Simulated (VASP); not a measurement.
Wanted: the native input for a VASP 6.6.1 run.

- Task: single point
- Functional: LDA
- Potentials or basis: VASP PAW LDA potentials, release 64 (Pd)
- Cutoff: 520 eV
- k mesh: 15 × 15 × 4
- Occupations: fermi-dirac, width 0.05 eV
- Spin: collinear spin
- Starting moments: [0.5, 0.5, -0.5, -0.5] μB
- Dipole correction: no
- Further INCAR settings: ALGO = Normal; EDIFF = 1e-07; NBANDS = 32

The structure of Pd lies in POSCAR:

```
Pd
1.0
    2.7411302482      0.0000000000      0.0000000000
   -1.3705651241      2.3738884300      0.0000000000
    0.0000000000      0.0000000000      9.0639869131
Pd
4
Direct
    1.0000000000      0.0000000000      1.0000000000
    1.0000000000      1.0000000000      0.5000000000
    0.3333333333      0.6666666667      0.2500000000
    0.6666666667      0.3333333333      0.7500000000
```

This isn't the form of Pd at room conditions, which is fcc.

These files were run (other wordings do the same):

INCAR

```
SYSTEM = Pd
  PREC = Accurate
  ENCUT = 520
  EDIFF = 1E-7
  ISMEAR = -1
  SIGMA = 0.05
  LREAL = .FALSE.
  LASPH = .TRUE.
  NELM = 150
  ALGO = Normal
  ISIF = 2
  LWAVE = .FALSE.
  LCHARG = .FALSE.
  ISPIN = 2
  MAGMOM = 0.5 0.5 -0.5 -0.5
  LORBIT = 11
  LMAXMIX = 4
  GGA = CA
  NBANDS = 32
```

KPOINTS

```
Automatic mesh
0
G
  15 15 4
  0 0 0
```

Potentials or basis: VASP PAW LDA potentials, release 64 (Pd).

Launch:

```sh
$ cat potpaw_LDA.64/Pd/POTCAR > POTCAR
$ mpirun -np 1 vasp_std > vasp.out
```

It gave:

```yaml
Pressure: -7.7 GPa
Band_gap_on_the_k_mesh: zero (filled and empty bands overlap)
Net_moment: 0.00 μB per cell
Valence_electrons_inside_the_program's_atomic_spheres: Pd 9.44
```

Caveat: the cell stands under tension.

It took 5.3 min on 1 thread of Intel Xeon 8259CL (shared host), peak memory 0.31 GiB.
